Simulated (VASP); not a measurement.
# W (Im-3m) in VASP: single point with r2SCAN

Aim: the single point of W with r2SCAN.

Everything below comes from runs of VASP 6.6.1. Logs are shortened: lines on timing, memory, paths and dates and some standing lists are left out, and cuts for length are marked.

## Step 1: The cell of the first run

It takes space group Im-3m (No. 229, cubic). The conventional cell has a = 3.192 Å, b = 3.192 Å, c = 3.192 Å, α = 90.00°, β = 90.00°, γ = 90.00°. W (site symmetry m-3m) has 14 W at 2.76 to 3.19 Å within 3.6 Å.

## Step 2: Single point, r2SCAN

The input, POSCAR:

```
W
1.0
   -1.5959952400      1.5959952400      1.5959952400
    1.5959952400     -1.5959952400      1.5959952400
    1.5959952400      1.5959952400     -1.5959952400
W
1
Direct
    0.0000000000      0.0000000000      0.0000000000
```

The input, INCAR.step1:

```
PREC = Accurate
ENCUT = 520
ISMEAR = 0
SIGMA = 0.0123
LREAL = False
LASPH = True
NELM = 100
NBANDS = 13
GGA = PE
ALGO = Normal
EDIFF = 1E-4
LWAVE = True
LCHARG = False
```

The input, INCAR.step2:

```
PREC = Accurate
ENCUT = 520
EDIFF = 1E-6
ISMEAR = 0
SIGMA = 0.0123
LREAL = False
LASPH = True
NELM = 100
ALGO = Normal
ISIF = 2
LWAVE = False
LCHARG = False
METAGGA = R2SCAN
LMIXTAU = True
NBANDS = 13
ISTART = 1
```

The input, KPOINTS:

```
regular mesh
0
Gamma
  11 11 11
```

Potentials or basis: VASP PAW PBE potentials, release 64 (W_sv).

Started as:

```bash
$ cat potpaw_PBE.64/W_sv/POTCAR > POTCAR
$ cp INCAR.step1 INCAR
$ mpirun -np 1 vasp_std > vasp.out
$ cp INCAR.step2 INCAR
$ mpirun -np 1 vasp_std > vasp.out
```

OUTCAR:

```text
PREC = Accurate
   ENCUT = 520
   EDIFF = 1E-6
   ISMEAR = 0
   LREAL = False
   LASPH = True
   NELM = 100
   ISIF = 2
   METAGGA = R2SCAN
   ISTART = 1

 ion  position               nearest neighbor table
   1  0.000  0.000  0.000-

  LATTYP: Found a body centered cubic cell.
 ALAT       =     3.1919904800

  Lattice vectors:

 A1 = (  -1.5959952400,   1.5959952400,   1.5959952400)
 A2 = (   1.5959952400,  -1.5959952400,   1.5959952400)
 A3 = (   1.5959952400,   1.5959952400,  -1.5959952400)

Analysis of symmetry for initial positions (statically):
=====================================================================
 Subroutine PRICEL returns:
 Original cell was already a primitive cell.

 Routine SETGRP: Setting up the symmetry group for a
 body centered cubic supercell.

 Subroutine GETGRP returns: Found 48 space group operations
 (whereof 48 operations were pure point group operations)
 out of a pool of 48 trial point group operations.

The static configuration has the point symmetry O_h .

Analysis of symmetry for dynamics (positions and initial velocities):
=====================================================================
 Subroutine PRICEL returns:
 Original cell was already a primitive cell.

 Routine SETGRP: Setting up the symmetry group for a
 body centered cubic supercell.

 Subroutine GETGRP returns: Found 48 space group operations
 (whereof 48 operations were pure point group operations)
 out of a pool of 48 trial point group operations.

The dynamic configuration has the point symmetry O_h .

 Subroutine INISYM returns: Found 48 space group operations
 (whereof 48 operations are pure point group operations),
 and found     1 'primitive' translations

----------------------------------------------------------------------------------------

                                     Primitive cell

  volume of cell :      16.2613

  direct lattice vectors                    reciprocal lattice vectors
    -1.595995240  1.595995240  1.595995240     0.000000000  0.313284142  0.313284142
     1.595995240 -1.595995240  1.595995240     0.313284142  0.000000000  0.313284142
     1.595995240  1.595995240 -1.595995240     0.313284142  0.313284142  0.000000000

  length of vectors
     2.764344844  2.764344844  2.764344844     0.443050683  0.443050683  0.443050683

  position of ions in fractional coordinates (direct lattice)
     0.000000000  0.000000000  0.000000000

  ion indices of the primitive-cell ions
   primitive index   ion index
                 1           1

----------------------------------------------------------------------------------------

 KPOINTS: regular mesh

Automatic generation of k-mesh.
 Grid dimensions read from file:
 generate k-points for:   11   11   11

 Generating k-lattice:

  Cartesian coordinates                     Fractional coordinates (reciprocal lattice)
     0.000000000  0.028480377  0.028480377     0.090909091  0.000000000  0.000000000
     0.028480377  0.000000000  0.028480377     0.000000000  0.090909091  0.000000000
     0.028480377  0.028480377  0.000000000     0.000000000  0.000000000  0.090909091

  Length of vectors
     0.040277335  0.040277335  0.040277335

  Shift w.r.t. Gamma in fractional coordinates (k-lattice)
     0.000000000  0.000000000  0.000000000

 Subroutine IBZKPT returns following result:
 ===========================================

 Found     56 irreducible k-points:

 Following reciprocal coordinates:
            Coordinates               Weight
  0.000000  0.000000  0.000000      1.000000
  0.090909  0.000000  0.000000     12.000000
  0.181818  0.000000  0.000000     12.000000
  0.272727  0.000000  0.000000     12.000000
  0.363636  0.000000  0.000000     12.000000
  0.454545  0.000000  0.000000     12.000000
[... 16 lines left out ...]
  0.272727  0.181818  0.090909     48.000000
  0.363636  0.181818  0.090909     24.000000
 [... further k-points ...]
   k-points           NKPTS =     56   k-points in BZ     NKDIM =     56   number of bands    NBANDS=     13
   number of dos      NEDOS =    301   number of ions     NIONS =      1
   total plane-waves  NPLWV =  13824
   dimension x,y,z NGX =    24 NGY =   24 NGZ =   24
   dimension x,y,z NGXF=    48 NGYF=   48 NGZF=   48
   ions per type =               1
   NGX,Y,Z   is equivalent  to a cutoff of  14.43, 14.43, 14.43 a.u.
   NGXF,Y,Z  is equivalent  to a cutoff of  28.87, 28.87, 28.87 a.u.
 SYSTEM =  unknown system
   PREC   = accura    normal or accurate (medium, high low for compatibility)
   ISTART =      1    job   : 0-new  1-cont  2-samecut
   ICHARG =      0    charge: 1-file 2-atom 10-const
   ISPIN  =      1    spin polarized calculation?
   LNONCOLLINEAR =      F non collinear calculations
   LSORBIT =      F    spin-orbit coupling
   LASPH  =      T    aspherical Exc in radial PAW
   ENCUT  =  520.0 eV  38.22 Ry    6.18 a.u.   5.14  5.14  5.14*2*pi/ulx,y,z
   NELM   =    100;   NELMIN=  2; NELMDL=  0     # of ELM steps
   EDIFF  = 0.1E-05   stopping-criterion for ELM
   LREAL  =      F    real-space projection
   EDIFFG = 0.1E-04   stopping-criterion for IOM
   NSW    =      0    number of steps for IOM
   IBRION =     -1    ionic relax: 0-MD 1-quasi-New 2-CG
   NFREE  =      0    steps in history (QN), initial steepest desc. (CG)
   ISIF   =      2    stress and relaxation
   ISYM   =      2    0-nonsym 1-usesym 2-fastsym
   POTIM  = 0.5000    time-step for ionic-motion
   TEBEG  =    0.0;   TEEND  =   0.0 temperature during run
   PSTRESS=    0.0 pullay stress
   NELECT =      14.0000    total number of electrons
   NUPDOWN=      -1.0000    fix difference up-down
   EMIN   =  10.00;   EMAX   =-10.00  energy-range for DOS
   EFERMI =   0.00;   METHOD = LEGACY
   ISMEAR =     0;   SIGMA  =   0.01  broadening in eV -4-tet -1-fermi 0-gaus
   EFERMI_NEDOS =   21; number of points for ismear=-14 and -15
   IALGO  =     38    algorithm
   IMIX   =      4    mixing-type and parameters
     AMIX     =   0.40;   BMIX     =  1.00
     AMIX_MAG =   1.60;   BMIX_MAG =  1.00
  volume/ion in A,a.u.               =      16.26       109.74
  Fermi-wavevector in a.u.,A,eV,Ry     =   1.557397  2.943053 33.000720  2.425485
  Thomas-Fermi vector in A             =   2.661053
   LORBIT       =      0    0 simple, 1 ext, 2 COOP (PROOUT), +10 PAW based schemes
   METAGGA = R2SCAN    functional components
   LHFCALC =     F    Hartree Fock is set to
   AEXX    =    0.0000 exact exchange contribution
   IVDW    =     0    specifies the selected vdW correction
   LEPSILON=     F    determine dielectric tensor
   LRPA    =     F    only Hartree local field effects (RPA)
 non-spin polarized calculation
 Gauss-broadening in eV      SIGMA  =   0.01
  energy-cutoff  :      520.00
  volume of cell :       16.26
 maximum number of plane-waves:       450
 NGX is ok and might be reduce to    24
   NGX = 11   NGY = 11   NGZ = 11

 number of electron      14.0000002 magnetization

 Free energy of the ion-electron system (eV)
  ---------------------------------------------------
  ext. energy  EPLUGINS =         0.00000000
  ---------------------------------------------------
  free energy    TOTEN  =       -51.32817819 eV

  energy without entropy =      -51.32814970  energy(sigma->0) =      -51.32816394

 E-fermi :  10.8741     XC(G=0): -14.7955

 val. band max:       10.8444149217   @ k =  -0.3636   0.3636   0.2727
 cond. band min:      10.8890881576   @ k =   0.0909   0.0909   0.0000
 fundamental gap:      0.0446732360
 Fermi energy:        10.8740589606

 k-point     1 :       0.0000    0.0000    0.0000
  band No.  band energies     occupation
      1     -65.2327      2.00000
      2     -28.1300      2.00000
      3     -28.1300      2.00000
      4     -28.1300      2.00000
      5       0.9402      2.00000
      6       9.6808      2.00000
      7       9.6808      2.00000
      8       9.6808      2.00000
      9      13.4291      0.00000
     10      13.4291      0.00000
     11      26.1232      0.00000
     12      26.1233      0.00000
     13      26.1233      0.00000

 k-point     2 :       0.0909    0.0000    0.0000
  band No.  band energies     occupation
      1     -65.2221      2.00000
      2     -28.2377      2.00000
      3     -28.1636      2.00000
      4     -28.1305      2.00000
      5       1.3406      2.00000
      6       9.4403      2.00000
      7       9.6130      2.00000
      8      10.0678      2.00000
      9      13.0745      0.00000
     10      13.4310      0.00000
     11      26.4413      0.00000
     12      26.8076      0.00000
     13      27.0232      0.00000

 k-point     3 :       0.1818    0.0000    0.0000
  band No.  band energies     occupation
      1     -65.1934      2.00000
      2     -28.5196      2.00000
      3     -28.2528      2.00000
      4     -28.1317      2.00000
      5       2.4188      2.00000
      6       8.8528      2.00000
      7       9.2987      2.00000
      8      11.1931      0.00000
      9      12.6638      0.00000
     10      13.4829      0.00000
     11      26.8317      0.00000
     12      28.4577      0.00000
     13      28.7107      0.00000

 k-point     4 :       0.2727    0.0000    0.0000
  band No.  band energies     occupation
      1     -65.1558      2.00000
      2     -28.8744      2.00000
      3     -28.3675      2.00000
      4     -28.1334      2.00000
      5       3.7240      2.00000
      6       8.1806      2.00000
      7       9.0170      2.00000
      8      12.8070      0.00000
      9      12.9378      0.00000
     10      13.6614      0.00000
     11      25.8859      0.00000
     12      27.2665      0.00000
     13      31.5100      0.00000

 k-point     5 :       0.3636    0.0000    0.0000
  band No.  band energies     occupation
      1     -65.1210      2.00000
      2     -29.1876      2.00000
      3     -28.4710      2.00000
      4     -28.1351      2.00000
      5       4.4534      2.00000
      6       7.6344      2.00000
      7       9.7077      2.00000
      8      13.1879      0.00000
      9      13.9620      0.00000
     10      15.0264      0.00000
     11      24.2082      0.00000
     12      24.5087      0.00000
     13      31.3059      0.00000
[... 257 lines left out ...]
 k-point    22 :       0.1818    0.1818    0.0909
  band No.  band energies     occupation
      1     -65.1188      2.00000
      2     -29.1079      2.00000
      3     -28.4518      2.00000
      4     -28.2968      2.00000
      5       5.7030      2.00000
      6       7.6412      2.00000
      7       7.7911      2.00000
      8      13.4062      0.00000
      9      14.0181      0.00000
     10      16.7298      0.00000
     11      24.2660      0.00000
     12      26.4156      0.00000
     13      26.7039      0.00000

 k-point    23 :       0.2727    0.1818    0.0909
  band No.  band energies     occupation
      1     -65.0986      2.00000
      2     -29.1670      2.00000
      3     -28.6198      2.00000
      4     -28.3272      2.00000
      5       6.1758      2.00000
      6       7.4107      2.00000
      7       8.5968      2.00000
      8      13.6738      0.00000
      9      14.2625      0.00000
     10      18.9048      0.00000
     11      21.1646      0.00000
     12      24.8991      0.00000
     13      26.2268      0.00000

 k-point    24 :       0.3636    0.1818    0.0909
  band No.  band energies     occupation
      1     -65.0911      2.00000
      2     -29.1705      2.00000
      3     -28.7041      2.00000
      4     -28.3355      2.00000
      5       6.1509      2.00000
      6       7.3355      2.00000
      7       9.3370      2.00000
      8      13.7866      0.00000
      9      14.3559      0.00000
     10      19.7295      0.00000
     11      19.9905      0.00000
     12      24.2050      0.00000
     13      26.0662      0.00000

 [... further k-points ...]
[... 5 lines left out ...]
  --------------------------------------------------------------------------------------
  -------------------------------------------------------------------------------------
  Total       -0.5312710     -0.5312710     -0.5312710      0.0000000      0.0000000      0.0000000
  in kB      -52.3446091    -52.3446091    -52.3446091      0.0000000      0.0000000      0.0000000
  external PRESSURE =     -52.3446091 kB  Pullay stress =       0.0000000 kB

 VOLUME and BASIS-vectors are now :
 -----------------------------------------------------------------------------
  energy-cutoff  :      520.00
  volume of cell :       16.26
      direct lattice vectors                 reciprocal lattice vectors
    -1.595995240  1.595995240  1.595995240     0.000000000  0.313284142  0.313284142
     1.595995240 -1.595995240  1.595995240     0.313284142  0.000000000  0.313284142
     1.595995240  1.595995240 -1.595995240     0.313284142  0.313284142  0.000000000

 POSITION                                       TOTAL-FORCE (eV/Angst)
 -----------------------------------------------------------------------------------
      0.00000      0.00000      0.00000        -0.000000      0.000000      0.000000
 -----------------------------------------------------------------------------------
    total drift:                               -0.000000      0.000000      0.000000

  FREE ENERGIE OF THE ION-ELECTRON SYSTEM (eV)
  ---------------------------------------------------
  free  energy   TOTEN  =       -51.3281781903 eV

  energy  without entropy=      -51.3281496982  energy(sigma->0) =      -51.32816394
```

It took 47 s on 1 thread of AMD EPYC 7R13 (Zen 3), shared host; peak memory 0.12 GiB.

What came out:

| Quantity | Value |
| --- | --- |
| Free energy | -51.3282 eV |
| Pressure | -5.2 GPa |
| Band gap on the k mesh | zero (band 7 reaches 15.22 eV, above the bottom of band 8 at 9.68 eV) |

Levels at points of the mesh, in eV from the Fermi level:
```tsv
k point	band 5	band 6	band 7	band 8	band 9	band 10
(0.00, 0.00, 0.00)	-9.93	-1.19	-1.19	-1.19	2.56	2.56
```

Caveat: the PAW data sets were made with another functional, which shifts forces and pressure a little; spin-orbit coupling is left out, which moves the levels of the heavy elements.
